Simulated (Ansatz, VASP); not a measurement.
**SrB17N18 in VASP and in Ansatz**

File INCAR:

```
SYSTEM = SrB17N18
PREC = Accurate
ENCUT = 520
EDIFF = 1E-8
ISMEAR = -1
SIGMA = 0.01
LREAL = Auto
LASPH = .True.
NELM = 150
ALGO = Normal
ISIF = 2
LWAVE = .False.
LCHARG = .False.
ISPIN = 2
MAGMOM = 1 0 0 0 0 0 0 0 0 0 0 0 0 0 0 0 0 0 0 0 0 0 0 0 0 0 0 0 0 0 0 0 0 0 0 0
LORBIT = 11
GGA = PE
LEFG = .True.
NBANDS = 104
```

The input KPOINTS:

```
regular mesh
0
Gamma
  3 3 3
  0 0 0
```

Contents of POSCAR:

```
SrB17N18
1.0
    7.4947200000      0.0000000000      0.0000000000
   -3.7473600000      6.4906179144      0.0000000000
    0.0000000000      0.0000000000      6.6357000000
Sr B N
1 17 18
Direct
    0.1111111111      0.2222222222      0.2500000000
    0.1111111111      0.5555555556      0.2500000000
    0.1111111111      0.8888888889      0.2500000000
    0.4444444444      0.2222222222      0.2500000000
    0.4444444444      0.5555555556      0.2500000000
    0.4444444444      0.8888888889      0.2500000000
    0.7777777778      0.2222222222      0.2500000000
    0.7777777778      0.5555555556      0.2500000000
    0.7777777778      0.8888888889      0.2500000000
    0.2222222222      0.1111111111      0.7500000000
    0.2222222222      0.4444444444      0.7500000000
    0.2222222222      0.7777777778      0.7500000000
    0.5555555556      0.1111111111      0.7500000000
    0.5555555556      0.4444444444      0.7500000000
    0.5555555556      0.7777777778      0.7500000000
    0.8888888889      0.1111111111      0.7500000000
    0.8888888889      0.4444444444      0.7500000000
    0.8888888889      0.7777777778      0.7500000000
    0.1111111111      0.2222222222      0.7500000000
    0.1111111111      0.5555555556      0.7500000000
    0.1111111111      0.8888888889      0.7500000000
    0.4444444444      0.2222222222      0.7500000000
    0.4444444444      0.5555555556      0.7500000000
    0.4444444444      0.8888888889      0.7500000000
    0.7777777778      0.2222222222      0.7500000000
    0.7777777778      0.5555555556      0.7500000000
    0.7777777778      0.8888888889      0.7500000000
    0.2222222222      0.1111111111      0.2500000000
    0.2222222222      0.4444444444      0.2500000000
    0.2222222222      0.7777777778      0.2500000000
    0.5555555556      0.1111111111      0.2500000000
    0.5555555556      0.4444444444      0.2500000000
    0.5555555556      0.7777777778      0.2500000000
    0.8888888889      0.1111111111      0.2500000000
    0.8888888889      0.4444444444      0.2500000000
    0.8888888889      0.7777777778      0.2500000000
```

Input for Ansatz:

```yaml
crystal:
  lattice:
    - [7.49472, 0.0, 0.0]
    - [-3.74736, 6.4906179144, 0.0]
    - [0.0, 0.0, 6.6357]
  atoms:
    - { symbol: Sr, position: [0.1111111111, 0.2222222222, 0.25], spin: 1.0 }
    - { symbol: B, position: [0.1111111111, 0.5555555556, 0.25] }
    - { symbol: B, position: [0.1111111111, 0.8888888889, 0.25] }
    - { symbol: B, position: [0.4444444444, 0.2222222222, 0.25] }
    - { symbol: B, position: [0.4444444444, 0.5555555556, 0.25] }
    - { symbol: B, position: [0.4444444444, 0.8888888889, 0.25] }
    - { symbol: B, position: [0.7777777778, 0.2222222222, 0.25] }
    - { symbol: B, position: [0.7777777778, 0.5555555556, 0.25] }
    - { symbol: B, position: [0.7777777778, 0.8888888889, 0.25] }
    - { symbol: B, position: [0.2222222222, 0.1111111111, 0.75] }
    - { symbol: B, position: [0.2222222222, 0.4444444444, 0.75] }
    - { symbol: B, position: [0.2222222222, 0.7777777778, 0.75] }
    - { symbol: B, position: [0.5555555556, 0.1111111111, 0.75] }
    - { symbol: B, position: [0.5555555556, 0.4444444444, 0.75] }
    - { symbol: B, position: [0.5555555556, 0.7777777778, 0.75] }
    - { symbol: B, position: [0.8888888889, 0.1111111111, 0.75] }
    - { symbol: B, position: [0.8888888889, 0.4444444444, 0.75] }
    - { symbol: B, position: [0.8888888889, 0.7777777778, 0.75] }
    - { symbol: "N", position: [0.1111111111, 0.2222222222, 0.75] }
    - { symbol: "N", position: [0.1111111111, 0.5555555556, 0.75] }
    - { symbol: "N", position: [0.1111111111, 0.8888888889, 0.75] }
    - { symbol: "N", position: [0.4444444444, 0.2222222222, 0.75] }
    - { symbol: "N", position: [0.4444444444, 0.5555555556, 0.75] }
    - { symbol: "N", position: [0.4444444444, 0.8888888889, 0.75] }
    - { symbol: "N", position: [0.7777777778, 0.2222222222, 0.75] }
    - { symbol: "N", position: [0.7777777778, 0.5555555556, 0.75] }
    - { symbol: "N", position: [0.7777777778, 0.8888888889, 0.75] }
    - { symbol: "N", position: [0.2222222222, 0.1111111111, 0.25] }
    - { symbol: "N", position: [0.2222222222, 0.4444444444, 0.25] }
    - { symbol: "N", position: [0.2222222222, 0.7777777778, 0.25] }
    - { symbol: "N", position: [0.5555555556, 0.1111111111, 0.25] }
    - { symbol: "N", position: [0.5555555556, 0.4444444444, 0.25] }
    - { symbol: "N", position: [0.5555555556, 0.7777777778, 0.25] }
    - { symbol: "N", position: [0.8888888889, 0.1111111111, 0.25] }
    - { symbol: "N", position: [0.8888888889, 0.4444444444, 0.25] }
    - { symbol: "N", position: [0.8888888889, 0.7777777778, 0.25] }
magnetization:
  spin_polarized: true
kpoints:
  mp_grid: { grid: [3, 3, 3] }
scf:
  occupations: { method: fermi_dirac, width: 0.01 }
hamiltonian:
  xc: pbe
  pseudopotentials: { kind: paw }
output:
  forces: true
  stress: true
  populations: true
  efg:
    quadrupole_moments_barn: { Sr: 0.305, B: 0.04059, "N": 0.02044 }
    contact_densities: true
```

Alike in both runs: task electric field gradients; functional PBE; k mesh 3 × 3 × 3; occupations fermi-dirac, width 0.01 eV; collinear spin.

|  | VASP | Ansatz |
| --- | --- | --- |
| version | VASP 6.6.1 | Ansatz 0.2.0 |
| potentials or method | VASP PAW PBE potentials, release 64 (Sr_sv, B, N) | plane-wave PAW, scalar-relativistic |
| plane-wave cutoff (eV) | 520 | 420 |
| valence electrons in the cell | 151 | 151 |

Ansatz gave:

| Item | Value |
| --- | --- |
| rms of the force components (eV/Å) | 5.963 |
| net moment per atom (μB) | 0.02 |
| size of the moment on the site where the two differ most (μB) | 0.06 |
| size of Vzz on the site where it differs most (V/Å²) | 788.3 |

Question: What did VASP give for the same quantities?

Answer: rms of the force components (eV/Å): 7.071; net moment per atom (μB): 0.05; size of the moment on the site where the two differ most (μB): 1.05; size of Vzz on the site where it differs most (V/Å²): 800.1.

Site moments also hang on the region over which each program counts them. Atom by atom the forces differ by 1.111 eV/Å (rms over components).
